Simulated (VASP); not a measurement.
A run of VASP 6.6.1 is set up as follows.

Contents of INCAR:

```
SYSTEM = H
  PREC = Accurate
  ENCUT = 500
  EDIFF = 1E-6
  ISMEAR = 0
  SIGMA = 0.05
  LREAL = .False.
  LASPH = .True.
  NELM = 120
  ALGO = Normal
  ISIF = 2
  LWAVE = .False.
  LCHARG = .False.
  GGA = RE
  ISYM = 0
  NBANDS = 8
  GGA_COMPAT = .False.
```

File KPOINTS:

```
regular mesh
0
Gamma
  8 8 8
  0 0 0
```

File POSCAR:

```
H
1.0
   -1.8525490533      1.8525490533      2.2855640979
    1.8525490533     -1.8525490533      2.2855640979
    1.8571862223      1.8571862223     -2.2855640979
H
2
Direct
    0.9178910720      0.9178910720      0.0000000000
    0.0821089280      0.0821089280      0.0000000000
```

Potentials or basis: VASP PAW PBE potentials, release 64 (H).

Launch:

```console
$ cat potpaw_PBE.64/H/POTCAR > POTCAR
$ mpirun -np 1 vasp_std > vasp.out
```

Estimate the largest force.

0.164 eV/Å.

Estimate the band gap on the k mesh.

9.57 eV (least direct gap 10.02 eV).

Predict the pressure.

0.0 GPa.

Stress tensor (GPa, compression positive):
```
 0.17  0.00  0.00
 0.00  0.17  0.00
 0.00  0.00 -0.49
```

Caveat: this functional lacks dispersion, which holds the molecules together, so the pressure and a relaxed volume are unreliable; the PAW data sets were made with another functional, which shifts forces and pressure a little. A k mesh can miss the band edges.
